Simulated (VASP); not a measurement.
# SiC (R3m) in VASP: notebook, part 2 of 2

VASP 6.6.1. The steps go on from the part before.

## Step 4: Single point, PBE

This run uses another cell than the first one, of 11.01 Å³/atom, 0.956 times its volume.

Input file INCAR:

```
PREC = Accurate
ENCUT = 520
EDIFF = 1E-7
ISMEAR = 0
SIGMA = 0.05
LREAL = F
LASPH = T
NELM = 60
ALGO = Normal
ISIF = 2
LWAVE = F
LCHARG = F
GGA = PE
NBANDS = 11
```

Input file KPOINTS:

```
regular mesh
0
Gamma
  12 12 12
```

Input file POSCAR:

```
SiC
1.0
    0.0000000000      2.2006584415      2.2006584415
    2.2006584415      0.0000000000      2.2006584415
    2.2484860850      2.2484860850     -0.0478276435
Si C
1 1
Direct
    0.0000000000      0.0000000000      0.0000000000
    0.7500000000      0.7500000000      0.7500000000
```

Potentials or basis: VASP PAW PBE potentials, release 64 (Si, C).

The run is started by

```
> cat potpaw_PBE.64/Si/POTCAR potpaw_PBE.64/C/POTCAR > POTCAR
> mpirun -np 1 vasp_std > vasp.out
```

OUTCAR:

```text
PREC = Accurate
   ENCUT = 520
   EDIFF = 1E-7
   ISMEAR = 0
   LREAL = F
   LASPH = T
   NELM = 60
   ISIF = 2
   GGA = PE

 ion  position               nearest neighbor table
   1  0.000  0.000  0.000-   2 1.91   2 1.91   2 1.91   2 1.97
   2  0.750  0.750  0.750-   1 1.91   1 1.91   1 1.91   1 1.97

  LATTYP: Found a trigonal (rhomboedric) cell.
 ALAT       =     3.1801991812
 COS(alpha) =     0.5211531429

  Lattice vectors:

 A1 = (   2.2484860850,   0.0478276435,  -2.2484860850)
 A2 = (   0.0478276435,   2.2484860850,  -2.2484860850)
 A3 = (   2.2484860850,   2.2484860850,  -0.0478276435)

Analysis of symmetry for initial positions (statically):
=====================================================================
 Subroutine PRICEL returns:
 Original cell was already a primitive cell.

 Routine SETGRP: Setting up the symmetry group for a
 trigonal (rhombohedral) supercell.

 Subroutine GETGRP returns: Found  6 space group operations
 (whereof  6 operations were pure point group operations)
 out of a pool of 12 trial point group operations.

The static configuration has the point symmetry C_3v.

[... 164 lines left out ...]
 fundamental gap:      1.3381211593
 Fermi energy:         7.6909801557

 k-point     1 :       0.0000    0.0000    0.0000
  band No.  band energies     occupation
      1      -7.5016      2.00000
      2       7.3104      2.00000
      3       7.4850      2.00000
      4       7.4850      2.00000
      5      12.6740      0.00000
      6      14.1451      0.00000
      7      14.5560      0.00000
      8      14.5560      0.00000
      9      21.5910      0.00000
     10      21.5910      0.00000
     11      22.9723      0.00000
[... 309 lines left out ...]
 k-point    24 :      -0.4167    0.1667    0.0000
  band No.  band energies     occupation
      1      -3.7618      2.00000
      2      -0.2851      2.00000
      3       4.3998      2.00000
      4       5.8782      2.00000
      5      12.2114      0.00000
      6      14.5479      0.00000
      7      15.5457      0.00000
      8      18.1016      0.00000
      9      21.6386      0.00000
     10      22.2700      0.00000
     11      25.0149      0.00000

 [... further k-points ...]
[... 5 lines left out ...]
  --------------------------------------------------------------------------------------
  -------------------------------------------------------------------------------------
  Total       -1.2134251     -1.2134251     -1.2134251     -0.6666727      0.6666727      0.6666727
  in kB      -88.3290437    -88.3290437    -88.3290437    -48.5292072     48.5292072     48.5292072
  external PRESSURE =     -88.3290437 kB  Pullay stress =       0.0000000 kB

 VOLUME and BASIS-vectors are now :
 -----------------------------------------------------------------------------
  energy-cutoff  :      520.00
  volume of cell :       22.01
      direct lattice vectors                 reciprocal lattice vectors
     0.000000000  2.200658441  2.200658441    -0.224813716  0.229595738  0.224813716
     2.200658441  0.000000000  2.200658441     0.229595738 -0.224813716  0.224813716
     2.248486085  2.248486085 -0.047827644     0.220031694  0.220031694 -0.220031694

 POSITION                                       TOTAL-FORCE (eV/Angst)
 -----------------------------------------------------------------------------------
      0.00000      0.00000      0.00000         0.086401      0.086401     -0.086401
      3.33686      3.33686      3.26512        -0.086401     -0.086401      0.086401
 -----------------------------------------------------------------------------------
    total drift:                               -0.000015     -0.000015      0.000015

  FREE ENERGIE OF THE ION-ELECTRON SYSTEM (eV)
  ---------------------------------------------------
  free  energy   TOTEN  =       -15.0097850838 eV

  energy  without entropy=      -15.0097850838  energy(sigma->0) =      -15.00978508
```

stdout:

```text
POSCAR found type information on POSCAR SiC
 POSCAR found :  2 types and       2 ions
 scaLAPACK will be used
 LDA part: xc-table for (Slater+PW92), standard interpolation
 POSCAR, INCAR and KPOINTS ok, starting setup
 FFT: planning ... GRIDC
 FFT: planning ... GRID_SOFT
 FFT: planning ... GRID
 WAVECAR not read
 entering main loop
```

It took 29 s on 1 thread of Intel Xeon Platinum 8488C (Sapphire Rapids), shared host; peak memory 0.15 GiB.

What came out:

- Free energy: -15.0098 eV
- Pressure: -8.8 GPa
- Largest force: 0.150 eV/Å
- Band gap on the k mesh: 1.34 eV, indirect (least direct gap 4.30 eV)

Forces on the atoms (eV/Å):
```
Si   0.086  0.086 -0.086
C   -0.086 -0.086  0.086
```

Stress tensor (GPa, compression positive):
```
-8.83 -4.85  4.85
-4.85 -8.83  4.85
 4.85  4.85 -8.83
```

Levels at points of the mesh, in eV from the valence-band top:
| k point | band 1 | band 2 | band 3 | band 4 | band 5 | band 6 | band 7 | band 8 | band 9 |
| --- | --- | --- | --- | --- | --- | --- | --- | --- | --- |
| (0.00, 0.00, 0.00) | -14.99 | -0.17 | 0.00 | 0.00 | 5.19 | 6.66 | 7.07 | 7.07 | 14.11 |
| (0.50, 0.00, 0.00) | -11.56 | -8.25 | -1.16 | -1.14 | 4.66 | 6.64 | 7.07 | 9.62 | 15.33 |
| (0.50, 0.50, 0.00) | -10.26 | -7.66 | -3.27 | -2.97 | 1.34 | 4.08 | 13.13 | 13.22 | 14.08 |
| (0.00, 0.00, 0.50) | -11.88 | -8.29 | -0.92 | -0.92 | 5.27 | 7.17 | 7.17 | 9.76 | 15.37 |

A k mesh can miss the band edges. Expect the measured gap to be larger: semilocal functionals such as PBE lack the derivative discontinuity.

## Step 5: The runs side by side

| cell | gap on the mesh (eV) | pressure (GPa) | largest force (eV/Å) |
| --- | --- | --- | --- |
| a = 3.262, b = 3.262, c = 3.128 Å, angles 58.6, 58.6, 60.0°, 2 atoms | 1.24 | -15.2 | 0.43 |
| a = 3.199, b = 3.199, c = 3.234 Å, angles 60.4, 60.4, 60.0°, 2 atoms | 1.44 | -19.2 | 0.03 |
| a = 3.112, b = 3.112, c = 3.180 Å, angles 60.7, 60.7, 60.0°, 2 atoms | 1.34 | -8.8 | 0.15 |

Alike in all rows: task single point; level PBE; potentials or basis VASP PAW PBE potentials, release 64 (Si, C); no spin polarisation; k mesh 12 × 12 × 12; cutoff (eV) 520; smearing gaussian 0.05 eV.

Total energies depend on the potentials used, so only differences within one code and one set of settings carry meaning.
